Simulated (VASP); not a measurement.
# Al5GaP6 (P31m) in VASP: further runs

The runs below take Al5GaP6 through single point, relaxation of cell and atoms, with PBE.

All numbers are computed with VASP 6.6.1; they aren't measurements. Logs are shortened: lines on timing, memory, paths and dates and some standing lists are left out, and cuts for length are marked.

**1. The cell of the first run**

The structure is trigonal, space group P31m (No. 157). The conventional cell has a = 6.732 Å, b = 6.732 Å, c = 6.386 Å, α = 90.00°, β = 90.00°, γ = 120.00°. Within 3.1 Å of Al (site symmetry m) lie 4 P at 2.38 to 2.39 Å. Al (site symmetry 3) has 4 P at 2.38 to 2.39 Å within 3.1 Å. Ga (site symmetry 3m) has 4 P at 2.39 to 2.40 Å within 3.2 Å. Within 3.1 Å of P (site symmetry m) lie 3 Al at 2.38 to 2.39 Å and 1 Ga at 2.39 Å. P (site symmetry 3) has 4 Al at 2.38 to 2.39 Å within 3.1 Å. P (site symmetry 3m) has 3 Al at 2.38 Å and 1 Ga at 2.40 Å within 3.1 Å.

**2. Single point, PBE**

INCAR reads:

```
PREC = Accurate
ENCUT = 520
EDIFF = 1E-6
ISMEAR = 0
SIGMA = 0.02
LREAL = F
LASPH = T
NELM = 60
ALGO = Normal
ISIF = 2
LWAVE = F
LCHARG = T
GGA = PE
LELF = T
LVHAR = T
NBANDS = 41
```

KPOINTS reads:

```
Automatic mesh
0
Gamma
  6 6 4
```

POSCAR reads:

```
Al5GaP6
1.0
    6.7321683556      0.0000000000      0.0000000000
   -3.3660841778      5.8302288185      0.0000000000
    0.0000000000      0.0000000000      6.3858832789
Al Ga P
5 1 6
Direct
    0.3335268881      0.3335268881      0.9998753864
    0.0000000000      0.6664731119      0.9998753864
    0.6664731119      0.0000000000      0.9998753864
    0.6666666667      0.3333333333      0.5000694934
    0.3333333333      0.6666666667      0.5000694934
    0.0000000000      0.0000000000      0.5012485377
    0.3336982435      0.3336982435      0.3745032658
    0.0000000000      0.6663017565      0.3745032658
    0.6663017565      0.0000000000      0.3745032658
    0.6666666667      0.3333333333      0.8745561940
    0.3333333333      0.6666666667      0.8745561940
    0.0000000000      0.0000000000      0.8763641910
```

Potentials or basis: VASP PAW PBE potentials, release 64 (Al, Ga_d, P).

Started as:

```sh
> cat potpaw_PBE.64/Al/POTCAR potpaw_PBE.64/Ga_d/POTCAR potpaw_PBE.64/P/POTCAR > POTCAR
> mpirun -np 1 vasp_std > vasp.out
```

OUTCAR:

```text
PREC = Accurate
   ENCUT = 520
   EDIFF = 1E-6
   ISMEAR = 0
   LREAL = F
   LASPH = T
   NELM = 60
   ISIF = 2
   GGA = PE

 ion  position               nearest neighbor table
   1  0.334  0.334  1.000-  12 2.38  11 2.38  10 2.38   7 2.39
   2  0.000  0.666  1.000-  12 2.38  11 2.38  10 2.38   8 2.39
   3  0.666  0.000  1.000-  12 2.38  10 2.38  11 2.38   9 2.39
   4  0.667  0.333  0.500-   9 2.38   8 2.38   7 2.38  10 2.39
   5  0.333  0.667  0.500-   8 2.38   9 2.38   7 2.38  11 2.39
   6  0.000  0.000  0.501-   7 2.39   8 2.39   9 2.39  12 2.40
   7  0.334  0.334  0.375-   5 2.38   4 2.38   6 2.39   1 2.39
   8  0.000  0.666  0.375-   5 2.38   4 2.38   6 2.39   2 2.39
   9  0.666  0.000  0.375-   4 2.38   5 2.38   6 2.39   3 2.39
  10  0.667  0.333  0.875-   3 2.38   2 2.38   1 2.38   4 2.39
  11  0.333  0.667  0.875-   2 2.38   3 2.38   1 2.38   5 2.39
  12  0.000  0.000  0.876-   1 2.38   2 2.38   3 2.38   6 2.40

  LATTYP: Found a hexagonal cell.
 ALAT       =     6.7321683556
 C/A-ratio  =     0.9485626237

  Lattice vectors:

 A1 = (   6.7321683556,   0.0000000000,   0.0000000000)
 A2 = (  -3.3660841778,   5.8302288185,   0.0000000000)
 A3 = (   0.0000000000,   0.0000000000,   6.3858832789)

Analysis of symmetry for initial positions (statically):
=====================================================================
 Subroutine PRICEL returns:
 Original cell was already a primitive cell.

 Routine SETGRP: Setting up the symmetry group for a
 hexagonal supercell.

 Subroutine GETGRP returns: Found  6 space group operations
 (whereof  6 operations were pure point group operations)
 out of a pool of 24 trial point group operations.

The static configuration has the point symmetry C_3v.

Analysis of symmetry for dynamics (positions and initial velocities):
=====================================================================
 Subroutine PRICEL returns:
 Original cell was already a primitive cell.

 Routine SETGRP: Setting up the symmetry group for a
 hexagonal supercell.

 Subroutine GETGRP returns: Found  6 space group operations
 (whereof  6 operations were pure point group operations)
 out of a pool of 24 trial point group operations.

The dynamic configuration has the point symmetry C_3v.

 Subroutine INISYM returns: Found  6 space group operations
 (whereof  6 operations are pure point group operations),
[... 124 lines left out ...]
   TEBEG  =    0.0;   TEEND  =   0.0 temperature during run
   PSTRESS=    0.0 pullay stress
   NELECT =      58.0000    total number of electrons
   NUPDOWN=      -1.0000    fix difference up-down
   EMIN   =  10.00;   EMAX   =-10.00  energy-range for DOS
   EFERMI =   0.00;   METHOD = LEGACY
   ISMEAR =     0;   SIGMA  =   0.02  broadening in eV -4-tet -1-fermi 0-gaus
   EFERMI_NEDOS =   21; number of points for ismear=-14 and -15
   IALGO  =     38    algorithm
   IMIX   =      4    mixing-type and parameters
     AMIX     =   0.40;   BMIX     =  1.00
     AMIX_MAG =   1.60;   BMIX_MAG =  1.00
  volume/ion in A,a.u.               =      20.89       140.95
  Fermi-wavevector in a.u.,A,eV,Ry     =   1.005072  1.899310 13.744181  1.010169
  Thomas-Fermi vector in A             =   2.137728
   LORBIT       =      0    0 simple, 1 ext, 2 COOP (PROOUT), +10 PAW based schemes
   GGA     = PE    functional components
   LHFCALC =     F    Hartree Fock is set to
   AEXX    =    0.0000 exact exchange contribution
   IVDW    =     0    specifies the selected vdW correction
   LEPSILON=     F    determine dielectric tensor
   LRPA    =     F    only Hartree local field effects (RPA)
 non-spin polarized calculation
 Gauss-broadening in eV      SIGMA  =   0.02
  energy-cutoff  :      520.00
  volume of cell :      250.65
 maximum number of plane-waves:      6792
   NGX = 25   NGY = 25   NGZ = 23

 number of electron      57.9999987 magnetization

 Free energy of the ion-electron system (eV)
  ---------------------------------------------------
  ext. energy  EPLUGINS =         0.00000000
  ---------------------------------------------------
  free energy    TOTEN  =       -60.94058107 eV

  energy without entropy =      -60.94058107  energy(sigma->0) =      -60.94058107

 E-fermi :   4.5796     XC(G=0):  -9.1982

 val. band max:        4.4371806965   @ k =   0.0000   0.0000   0.0000
 cond. band min:       6.1705762850   @ k =  -0.3333  -0.3333   0.2500
 fundamental gap:      1.7333955886
 Fermi energy:         4.5795702932

 k-point     1 :       0.0000    0.0000    0.0000
  band No.  band energies     occupation
      1      -9.8351      2.00000
      2      -9.8351      2.00000
      3      -9.8343      2.00000
      4      -9.7491      2.00000
      5      -9.7491      2.00000
      6      -7.1854      2.00000
[... 1045 lines left out ...]
     40       8.6048      0.00000
     41       8.6048      0.00000

------------------------ aborting loop because EDIFF is reached ----------------------------------------

  FORCE on cell =-STRESS in cart. coord.  units (eV):
  Direction    XX          YY          ZZ          XY          YZ          ZX
  --------------------------------------------------------------------------------------
  -------------------------------------------------------------------------------------
  Total       -0.1224971     -0.1224971     -0.1289247      0.0000000      0.0000000      0.0000000
  in kB       -0.7830236     -0.7830236     -0.8241102      0.0000000      0.0000000      0.0000000
  external PRESSURE =      -0.7967191 kB  Pullay stress =       0.0000000 kB

 VOLUME and BASIS-vectors are now :
 -----------------------------------------------------------------------------
  energy-cutoff  :      520.00
  volume of cell :      250.65
      direct lattice vectors                 reciprocal lattice vectors
     6.732168356  0.000000000  0.000000000     0.148540551  0.085759927  0.000000000
    -3.366084178  5.830228819  0.000000000     0.000000000  0.171519855  0.000000000
     0.000000000  0.000000000  6.385883279     0.000000000  0.000000000  0.156595408

 POSITION                                       TOTAL-FORCE (eV/Angst)
 -----------------------------------------------------------------------------------
      1.12268      1.94454      6.38509         0.000166      0.000287     -0.000072
     -2.24340      3.88569      6.38509         0.000166     -0.000287     -0.000072
      4.48681      0.00000      6.38509        -0.000332     -0.000000     -0.000072
      3.36608      1.94341      3.19339         0.000000      0.000000      0.000892
     -0.00000      3.88682      3.19339         0.000000      0.000000      0.000892
      0.00000      0.00000      3.20091        -0.000000      0.000000     -0.000884
      1.12326      1.94554      2.39153         0.002747      0.004759     -0.001733
     -2.24283      3.88469      2.39153         0.002747     -0.004759     -0.001733
      4.48566      0.00000      2.39153        -0.005495      0.000000     -0.001733
      3.36608      1.94341      5.58481         0.000000     -0.000000     -0.000333
     -0.00000      3.88682      5.58481        -0.000000      0.000000     -0.000333
      0.00000      0.00000      5.59636        -0.000000     -0.000000      0.005180
 -----------------------------------------------------------------------------------
    total drift:                                0.000002      0.000003      0.000152

  FREE ENERGIE OF THE ION-ELECTRON SYSTEM (eV)
  ---------------------------------------------------
  free  energy   TOTEN  =       -60.9405810651 eV

  energy  without entropy=      -60.9405810651  energy(sigma->0) =      -60.94058107
```

stdout:

```text
POSCAR found type information on POSCAR AlGaP
 POSCAR found :  3 types and      12 ions
 scaLAPACK will be used
 LDA part: xc-table for (Slater+PW92), standard interpolation
 POSCAR, INCAR and KPOINTS ok, starting setup
 FFT: planning ... GRIDC
 FFT: planning ... GRID_SOFT
 FFT: planning ... GRID
 WAVECAR not read
 entering main loop
```

Run time: 2.5 min. Hardware: 1 thread of Intel Xeon 6975P-C (Granite Rapids), shared host; peak memory 0.46 GiB.

Results:

```
Free energy            : -60.9406 eV
Pressure               : -0.1 GPa
Largest force          : 0.006 eV/Å
Band gap on the k mesh : 1.73 eV (least direct gap 2.12 eV)
```

Forces on the atoms (eV/Å):
```
Al   0.000  0.000  0.000
Al   0.000  0.000  0.000
Al   0.000  0.000  0.000
Al   0.000  0.000  0.001
Al   0.000  0.000  0.001
Ga   0.000  0.000 -0.001
P    0.003  0.005 -0.002
P    0.003 -0.005 -0.002
P   -0.005  0.000 -0.002
P    0.000  0.000  0.000
P    0.000  0.000  0.000
P    0.000  0.000  0.005
```

Levels at points of the mesh, in eV from the valence-band top:
```csv
k point,band 25,band 26,band 27,band 28,band 29,band 30,band 31,band 32,band 33,band 34
"(0.00, 0.00, 0.00)",-0.96,-0.96,-0.13,0.00,0.00,2.12,2.29,2.29,2.90,4.13
"(0.50, 0.00, 0.00)",-1.04,-0.99,-0.93,-0.89,-0.88,1.86,3.26,3.57,3.68,3.81
"(0.00, 0.00, 0.50)",-1.27,-0.57,-0.57,-0.48,-0.48,2.43,3.00,3.08,3.08,3.08
"(0.50, 0.00, 0.50)",-1.69,-1.68,-1.67,-1.65,-1.64,2.05,2.30,3.04,3.30,3.47
```

**3. Relaxation of cell and atoms, PBE**

This run uses another cell than the first one, of 18.07 Å³/atom.

INCAR reads:

```
SYSTEM = Al5GaP6
PREC = Accurate
ENCUT = 600
EDIFF = 1E-6
ISMEAR = 0
SIGMA = 0.1
LREAL = .False.
LASPH = .True.
NELM = 80
ALGO = Normal
ISIF = 3
LWAVE = .False.
LCHARG = .False.
GGA = PE
IBRION = 2
NSW = 90
EDIFFG = -0.04
```

KPOINTS reads:

```
Automatic mesh
0
Gamma
  3 3 4
  0 0 0
```

POSCAR reads:

```
Al5GaP6
1.0
    6.4168935100      0.0000000000      0.0000000000
   -3.2084467500      5.5571927900      0.0000000000
    0.0000000000      0.0000000000      6.0809764600
Al Ga P
5 1 6
Direct
    0.3333333300      0.3333333300      0.0000690000
    0.0000000000      0.6666666700      0.0000690000
    0.6666666700      0.0000000000      0.0000690000
    0.6666666700      0.3333333300      0.5000690000
    0.3333333300      0.6666666700      0.5000690000
    0.0000000000      0.0000000000      0.5000690000
    0.3333333300      0.3333333300      0.3749310100
    0.0000000000      0.6666666700      0.3749310100
    0.6666666700      0.0000000000      0.3749310100
    0.6666666700      0.3333333300      0.8749310100
    0.3333333300      0.6666666700      0.8749310100
    0.0000000000      0.0000000000      0.8749310100
```

Potentials or basis: VASP PAW PBE potentials, release 64 (Al, Ga_d, P).

Started as:

```sh
> cat potpaw_PBE.64/Al/POTCAR potpaw_PBE.64/Ga_d/POTCAR potpaw_PBE.64/P/POTCAR > POTCAR
> mpirun -np 1 vasp_std > vasp.out
```

It took 4.2 min on 1 thread of Intel Xeon 6975P-C (Granite Rapids), shared host; peak memory 0.44 GiB.

Results (log left out):

```yaml
Free_energy: -60.9245 eV
Relaxed_volume: 20.82 Å³/atom
Relaxed_cell: a = 6.725 Å, b = 6.725 Å, c = 6.380 Å, α = 90.00°, β = 90.00°, γ = 120.00°
Space_group_after_relaxing_to_0.1_Å: P31m (No. 157)
Energy_gained_by_relaxing: 122.1 meV/atom
Ionic_steps: 5
Pressure_after_relaxing: 0.2 GPa
Largest_force_after_relaxing: 0.035 eV/Å
Band_gap_on_the_k_mesh: 1.74 eV (least direct gap 2.13 eV)
```

Forces in eV/Å, atoms in the order of the input:
```
Al   0.002  0.004 -0.005
Al   0.002 -0.004 -0.005
Al  -0.005  0.000 -0.005
Al   0.000  0.000  0.005
Al   0.000  0.000  0.005
Ga   0.000  0.000  0.018
P    0.010  0.017 -0.013
P    0.010 -0.017 -0.013
P   -0.019  0.000 -0.013
P    0.000  0.000 -0.006
P    0.000  0.000 -0.006
P    0.000  0.000  0.035
```

Step by step:
| step | energy change (eV) | largest force (eV/Å) | pressure (GPa) | volume (Å³) |
| --- | --- | --- | --- | --- |
| 1 | 0.0000 | 0.0891 | 15.85 | 216.85 |
| 2 | -0.8198 | 0.1229 | -6.83 | 277.93 |
| 3 | -1.4655 | 0.0775 | -0.07 | 250.56 |
| 4 | -1.4653 | 0.0763 | 0.17 | 249.85 |
| 5 | -1.4657 | 0.0349 | 0.16 | 249.87 |

Final structure:
```yaml
crystal:
  lattice:
    - [6.72489, 0.00000, 0.00000]
    - [-3.36244, 5.82392, 0.00000]
    - [0.00000, 0.00000, 6.37980]
  atoms:
    - { symbol: Al, position: [0.33328, 0.33328, 0.99997] }
    - { symbol: Al, position: [0.00000, 0.66672, 0.99997] }
    - { symbol: Al, position: [0.66672, 0.00000, 0.99997] }
    - { symbol: Al, position: [0.66667, 0.33333, 0.50024] }
    - { symbol: Al, position: [0.33333, 0.66667, 0.50024] }
    - { symbol: Ga, position: [0.00000, 0.00000, 0.50060] }
    - { symbol: P, position: [0.33354, 0.33354, 0.37462] }
    - { symbol: P, position: [0.00000, 0.66646, 0.37462] }
    - { symbol: P, position: [0.66646, 0.00000, 0.37462] }
    - { symbol: P, position: [0.66667, 0.33333, 0.87481] }
    - { symbol: P, position: [0.33333, 0.66667, 0.87481] }
    - { symbol: P, position: [0.00000, 0.00000, 0.87554] }
```

Levels at points of the mesh, in eV from the valence-band top:
```tsv
k point	band 25	band 26	band 27	band 28	band 29	band 30	band 31	band 32	band 33	band 34
(0.00, 0.00, 0.00)	-0.96	-0.96	-0.13	0.00	0.00	2.13	2.28	2.28	2.92	4.13
(0.00, 0.00, 0.50)	-1.28	-0.57	-0.57	-0.48	-0.48	2.44	3.00	3.08	3.08	3.09
```

Caveat: the volume moved by over 15 % at a fixed basis, so the end points are rough.
